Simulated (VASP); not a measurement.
# HgTe (wurtzite type) (P6_3mc) in VASP: relaxation of cell and atoms with PBE

Aim: the relaxation of cell and atoms of HgTe (wurtzite type) with PBE.

All numbers are computed with VASP 6.6.1; they aren't measurements. Logs are shortened: lines on timing, memory, paths and dates and some standing lists are left out, and cuts for length are marked.

## 1. The cell of the first run

Symmetry: P6_3mc, No. 186, hexagonal system. The conventional cell has a = 4.325 Å, b = 4.325 Å, c = 7.050 Å, α = 90.00°, β = 90.00°, γ = 120.00°. Hg (site symmetry 3m) has 4 Te at 2.65 Å within 3.5 Å. Within 3.5 Å of Te (site symmetry 3m) lie 4 Hg at 2.65 Å.

## 2. Relaxation of cell and atoms, PBE, target pressure 10 GPa, at which the enthalpy is minimised

Contents of INCAR:

```
  PREC = Accurate
  ENCUT = 600
  EDIFF = 1E-7
  ISMEAR = -1
  SIGMA = 0.05
  LREAL = False
  LASPH = True
  NELM = 60
  ALGO = Normal
  ISIF = 3
  LWAVE = False
  LCHARG = False
  GGA = PE
  IBRION = 2
  NSW = 60
  EDIFFG = -0.005
  PSTRESS = 100.0
```

Contents of KPOINTS:

```
Automatic mesh
0
Gamma
  9 9 5
```

Contents of POSCAR:

```
HgTe
1.0
    4.3249944067      0.0000000000      0.0000000000
   -2.1624972033      3.7455550274      0.0000000000
    0.0000000000      0.0000000000      7.0497408829
Hg Te
2 2
Direct
    0.3333333333      0.6666666667      0.0000000000
    0.6666666667      0.3333333333      0.5000000000
    0.3333333333      0.6666666667      0.3760000000
    0.6666666667      0.3333333333      0.8760000000
```

Potentials or basis: VASP PAW PBE potentials, release 64 (Hg, Te).

Command:

```
> cat potpaw_PBE.64/Hg/POTCAR potpaw_PBE.64/Te/POTCAR > POTCAR
> mpirun -np 1 vasp_std > vasp.out
```

OUTCAR:

```text
PREC = Accurate
   ENCUT = 600
   EDIFF = 1E-7
   ISMEAR = -1
   LREAL = False
   LASPH = True
   NELM = 60
   ISIF = 3
   GGA = PE
   IBRION = 2
   NSW = 60
   EDIFFG = -0.005
   PSTRESS = 100.0

 ion  position               nearest neighbor table
   1  0.333  0.667  0.000-   4 2.65   4 2.65   4 2.65   3 2.65
   2  0.667  0.333  0.500-   3 2.65   3 2.65   3 2.65   4 2.65
   3  0.333  0.667  0.376-   2 2.65   2 2.65   2 2.65   1 2.65
   4  0.667  0.333  0.876-   1 2.65   1 2.65   1 2.65   2 2.65

  LATTYP: Found a hexagonal cell.
 ALAT       =     4.3249944067
 C/A-ratio  =     1.6300000000

  Lattice vectors:

 A1 = (   4.3249944067,   0.0000000000,   0.0000000000)
 A2 = (  -2.1624972033,   3.7455550274,   0.0000000000)
 A3 = (   0.0000000000,   0.0000000000,   7.0497408829)

Analysis of symmetry for initial positions (statically):
=====================================================================
 Subroutine PRICEL returns:
 Original cell was already a primitive cell.

 Routine SETGRP: Setting up the symmetry group for a
 hexagonal supercell.

 Subroutine GETGRP returns: Found 12 space group operations
 (whereof  6 operations were pure point group operations)
 out of a pool of 24 trial point group operations.

The static configuration has the point symmetry C_3v.
 The point group associated with its full space group is C_6v.

Analysis of symmetry for dynamics (positions and initial velocities):
=====================================================================
 Subroutine PRICEL returns:
 Original cell was already a primitive cell.

 Routine SETGRP: Setting up the symmetry group for a
 hexagonal supercell.

 Subroutine GETGRP returns: Found 12 space group operations
 (whereof  6 operations were pure point group operations)
 out of a pool of 24 trial point group operations.

The dynamic configuration has the point symmetry C_3v.
 The point group associated with its full space group is C_6v.

 Subroutine INISYM returns: Found 12 space group operations
 (whereof  6 operations are pure point group operations),
 and found     1 'primitive' translations

----------------------------------------------------------------------------------------

                                     Primitive cell

  volume of cell :     114.2023

  direct lattice vectors                    reciprocal lattice vectors
     4.324994407  0.000000000  0.000000000     0.231214172  0.133491564  0.000000000
    -2.162497203  3.745555027  0.000000000     0.000000000  0.266983129  0.000000000
     0.000000000  0.000000000  7.049740883     0.000000000  0.000000000  0.141849185

  length of vectors
     4.324994407  4.324994407  7.049740883     0.266983129  0.266983129  0.141849185

  position of ions in fractional coordinates (direct lattice)
     0.333333333  0.666666667  0.000000000
     0.666666667  0.333333333  0.500000000
     0.333333333  0.666666667  0.376000000
     0.666666667  0.333333333  0.876000000

  ion indices of the primitive-cell ions
   primitive index   ion index
                 1           1
                 2           2
                 3           3
                 4           4

----------------------------------------------------------------------------------------

 KPOINTS: Automatic mesh

Automatic generation of k-mesh.
 Grid dimensions read from file:
 generate k-points for:    9    9    5

 Generating k-lattice:

  Cartesian coordinates                     Fractional coordinates (reciprocal lattice)
     0.025690464  0.014832396  0.000000000     0.111111111 -0.000000000  0.000000000
     0.000000000  0.029664792  0.000000000     0.000000000  0.111111111  0.000000000
     0.000000000  0.000000000  0.028369837     0.000000000  0.000000000  0.200000000

  Length of vectors
     0.029664792  0.029664792  0.028369837

  Shift w.r.t. Gamma in fractional coordinates (k-lattice)
     0.000000000  0.000000000  0.000000000

 Subroutine IBZKPT returns following result:
 ===========================================

 Found     36 irreducible k-points:

 Following reciprocal coordinates:
            Coordinates               Weight
  0.000000  0.000000  0.000000      1.000000
  0.111111  0.000000  0.000000      6.000000
  0.222222 -0.000000  0.000000      6.000000
  0.333333  0.000000  0.000000      6.000000
  0.444444 -0.000000  0.000000      6.000000
  0.111111  0.111111  0.000000      6.000000
[... 16 lines left out ...]
  0.333333  0.222222  0.200000     24.000000
  0.333333  0.333333  0.200000      4.000000
 [... further k-points ...]
   k-points           NKPTS =     36   k-points in BZ     NKDIM =     36   number of bands    NBANDS=     22
   number of dos      NEDOS =    301   number of ions     NIONS =      4
   total plane-waves  NPLWV =  72576
   dimension x,y,z NGX =    36 NGY =   36 NGZ =   56
   dimension x,y,z NGXF=    72 NGYF=   72 NGZF=  112
   ions per type =               2   2
   NGX,Y,Z   is equivalent  to a cutoff of  13.84, 13.84, 13.21 a.u.
   NGXF,Y,Z  is equivalent  to a cutoff of  27.68, 27.68, 26.41 a.u.
 SYSTEM =  unknown system
   PREC   = accura    normal or accurate (medium, high low for compatibility)
   ISTART =      0    job   : 0-new  1-cont  2-samecut
   ICHARG =      2    charge: 1-file 2-atom 10-const
   ISPIN  =      1    spin polarized calculation?
   LNONCOLLINEAR =      F non collinear calculations
   LSORBIT =      F    spin-orbit coupling
   LASPH  =      T    aspherical Exc in radial PAW
   ENCUT  =  600.0 eV  44.10 Ry    6.64 a.u.   8.64  8.64 14.08*2*pi/ulx,y,z
   NELM   =     60;   NELMIN=  2; NELMDL= -5     # of ELM steps
   EDIFF  = 0.1E-06   stopping-criterion for ELM
   LREAL  =      F    real-space projection
   EDIFFG = -.5E-02   stopping-criterion for IOM
   NSW    =     60    number of steps for IOM
   IBRION =      2    ionic relax: 0-MD 1-quasi-New 2-CG
   NFREE  =      1    steps in history (QN), initial steepest desc. (CG)
   ISIF   =      3    stress and relaxation
   ISYM   =      2    0-nonsym 1-usesym 2-fastsym
   POTIM  = 0.5000    time-step for ionic-motion
   TEBEG  =    0.0;   TEEND  =   0.0 temperature during run
   PSTRESS=  100.0 pullay stress
   NELECT =      36.0000    total number of electrons
   NUPDOWN=      -1.0000    fix difference up-down
   EMIN   =  10.00;   EMAX   =-10.00  energy-range for DOS
   EFERMI =   0.00;   METHOD = LEGACY
   ISMEAR =    -1;   SIGMA  =   0.05  broadening in eV -4-tet -1-fermi 0-gaus
   EFERMI_NEDOS =   21; number of points for ismear=-14 and -15
   IALGO  =     38    algorithm
   IMIX   =      4    mixing-type and parameters
     AMIX     =   0.40;   BMIX     =  1.00
     AMIX_MAG =   1.60;   BMIX_MAG =  1.00
  volume/ion in A,a.u.               =      28.55       192.67
  Fermi-wavevector in a.u.,A,eV,Ry     =   1.114168  2.105472 16.889870  1.241370
  Thomas-Fermi vector in A             =   2.250760
   LORBIT       =      0    0 simple, 1 ext, 2 COOP (PROOUT), +10 PAW based schemes
   GGA     = PE    functional components
   LHFCALC =     F    Hartree Fock is set to
   AEXX    =    0.0000 exact exchange contribution
   IVDW    =     0    specifies the selected vdW correction
   LEPSILON=     F    determine dielectric tensor
   LRPA    =     F    only Hartree local field effects (RPA)
 conjugate gradient relaxation of ions
 non-spin polarized calculation
  energy-cutoff  :      600.00
  volume of cell :      114.20
 maximum number of plane-waves:      3829
 NGX is ok and might be reduce to    36
   NGX = 17   NGY = 17   NGZ = 29

--------------------------------------- Ionic step        1  -------------------------------------------

 number of electron      36.0000007 magnetization

 Free energy of the ion-electron system (eV)
  ---------------------------------------------------
  ext. energy  EPLUGINS =         0.00000000
  ---------------------------------------------------
  free energy    TOTEN  =        -5.91454464 eV

  energy without entropy =       -5.91389671  energy(sigma->0) =       -5.91422067

------------------------ aborting loop because EDIFF is reached ----------------------------------------

  FORCE on cell =-STRESS in cart. coord.  units (eV):
  Direction    XX          YY          ZZ          XY          YZ          ZX
  --------------------------------------------------------------------------------------
  -------------------------------------------------------------------------------------
  Total       11.8614102     11.8614102     12.2452412      0.0000000      0.0000000      0.0000000
  in kB      166.4071652    166.4071652    171.7920411      0.0000000      0.0000000      0.0000000
  external PRESSURE =      68.2021238 kB  Pullay stress =     100.0000000 kB
[... 99 lines left out ...]
  FREE ENERGIE OF THE ION-ELECTRON SYSTEM (eV)
  ---------------------------------------------------
  free  energy   TOTEN  =        -6.6360252198 eV

  energy  without entropy=       -6.6353065814  energy(sigma->0) =       -6.63566590

  enthalpy is  TOTEN    =         1.0416910440 eV   P V=        7.6777162637

[... ionic steps 4 to 18 ...]

--------------------------------------- Ionic step       19  -------------------------------------------

 number of electron      35.9999999 magnetization

------------------------ aborting loop because EDIFF is reached ----------------------------------------

  FORCE on cell =-STRESS in cart. coord.  units (eV):
  Direction    XX          YY          ZZ          XY          YZ          ZX
  --------------------------------------------------------------------------------------
  -------------------------------------------------------------------------------------
  Total        7.6560851      7.6560851      7.6408908      0.0000000      0.0000000      0.0000000
  in kB       99.9048483     99.9048482     99.7065776      0.0000000      0.0000000      0.0000000
  external PRESSURE =      -0.1612420 kB  Pullay stress =     100.0000000 kB
[... 65 lines left out ...]
  enthalpy is  TOTEN    =         1.0395065503 eV   P V=        7.6629312547

--------------------------------------- Ionic step       21  -------------------------------------------

 number of electron      35.9999999 magnetization

 Free energy of the ion-electron system (eV)
  ---------------------------------------------------
  ext. energy  EPLUGINS =         0.00000000
  ---------------------------------------------------
  free energy    TOTEN  =        -6.62363705 eV

  energy without entropy =       -6.62294101  energy(sigma->0) =       -6.62328903

 E-fermi :   4.2367     XC(G=0):  -9.1833

 val. band max:        4.2035659828   @ k =   0.0000   0.0000   0.0000
 cond. band min:       4.8312381591   @ k =   0.0000   0.0000   0.0000
 fundamental gap:      0.6276721763
 Fermi energy:         4.2367063336

 k-point     1 :       0.0000    0.0000    0.0000
  band No.  band energies     occupation
      1      -8.5628      2.00000
      2      -7.8671      2.00000
      3      -3.8057      2.00000
      4      -3.7666      2.00000
      5      -3.7666      2.00000
      6      -3.6459      2.00000
[... 574 lines left out ...]
      6      -3.3965      2.00000
[... 14 lines left out ...]
     21       7.3695      0.00000
     22       9.7076      0.00000

 [... further k-points ...]

------------------------ aborting loop because EDIFF is reached ----------------------------------------

  FORCE on cell =-STRESS in cart. coord.  units (eV):
  Direction    XX          YY          ZZ          XY          YZ          ZX
  --------------------------------------------------------------------------------------
  -------------------------------------------------------------------------------------
  Total        7.6503477      7.6503477      7.6633890      0.0000000      0.0000000      0.0000000
  in kB       99.8331021     99.8331021    100.0032847      0.0000000      0.0000000      0.0000000
  external PRESSURE =      -0.1101704 kB  Pullay stress =     100.0000000 kB
[... 19 lines left out ...]
  FREE ENERGIE OF THE ION-ELECTRON SYSTEM (eV)
  ---------------------------------------------------
  free  energy   TOTEN  =        -6.6236370452 eV

  energy  without entropy=       -6.6229410094  energy(sigma->0) =       -6.62328903

  enthalpy is  TOTEN    =         1.0395002809 eV   P V=        7.6631373261

 reached required accuracy - stopping structural energy minimisation
```

Wall time 19 min (1 thread of Intel Xeon Platinum 8259CL at 2.50GHz (Skylake/Cascade Lake), shared host); peak memory 0.34 GiB.

What came out:

```yaml
Free_energy: -6.6236 eV
Relaxed_volume: 30.69 Å³/atom
Relaxed_cell: a = 4.407 Å, b = 4.407 Å, c = 7.299 Å, α = 90.00°, β = 90.00°, γ = 120.00°
Space_group_after_relaxing_to_0.05_Å: P6_3mc (No. 186)
Energy_change_on_relaxing_the_enthalpy_is_what_falls: -177.3 meV/atom
Ionic_steps: 21
Pressure_after_relaxing: 10.0 GPa
Largest_force_after_relaxing: 0.004 eV/Å
Band_gap_on_the_k_mesh: zero (filled and empty bands touch)
```

Forces in eV/Å, atoms in the order of the input:
```
Hg   0.000  0.000  0.004
Hg   0.000  0.000  0.004
Te   0.000  0.000 -0.004
Te   0.000  0.000 -0.004
```

The path:
```tsv
step	energy change (eV)	largest force (eV/Å)	pressure (GPa)	volume (Å³)
1	0.0000	0.0242	16.82	114.20
2	-1.2245	0.0252	3.60	135.49
3	-0.7215	0.0303	9.87	123.01
4	-0.7103	0.0303	9.98	122.83
5	-0.6992	0.0303	10.10	122.65
6	-0.6995	0.0404	10.10	122.65
7	-0.6998	0.0702	10.10	122.65
8	-0.7038	0.0602	10.06	122.71
9	-0.7155	0.0295	9.93	122.89
10	-0.7376	0.0335	9.69	123.25
11	-0.7230	0.0088	9.85	123.01
12	-0.7154	0.0000	9.93	122.88
13	-0.7125	0.0034	9.95	122.83
14	-0.7067	0.0101	10.02	122.74
15	-0.7048	0.0006	10.04	122.71
16	-0.7032	0.0069	10.05	122.68
17	-0.7084	0.0075	10.00	122.77
18	-0.7097	0.0077	9.98	122.79
19	-0.7093	0.0076	9.98	122.78
20	-0.7089	0.0075	9.99	122.77
21	-0.7091	0.0041	9.99	122.78
```

Final structure:
```
CELL_PARAMETERS angstrom
4.40726 0.00000 0.00000
-2.20363 3.81680 0.00000
0.00000 0.00000 7.29876
ATOMIC_POSITIONS crystal
Hg 0.33333 0.66667 0.00233
Hg 0.66667 0.33333 0.50233
Te 0.33333 0.66667 0.37367
Te 0.66667 0.33333 0.87367
```

Levels at points of the mesh, in eV from the Fermi level:
```tsv
k point	band 15	band 16	band 17	band 18	band 19	band 20	band 21	band 22
(0.00, 0.00, 0.00)	-1.22	-0.50	-0.19	-0.03	-0.03	0.59	3.99	3.99
```

Caveat: the cell is relaxed towards a set pressure, so the enthalpy falls and the energy may rise; spin-orbit coupling is left out, which moves the levels of the heavy elements.
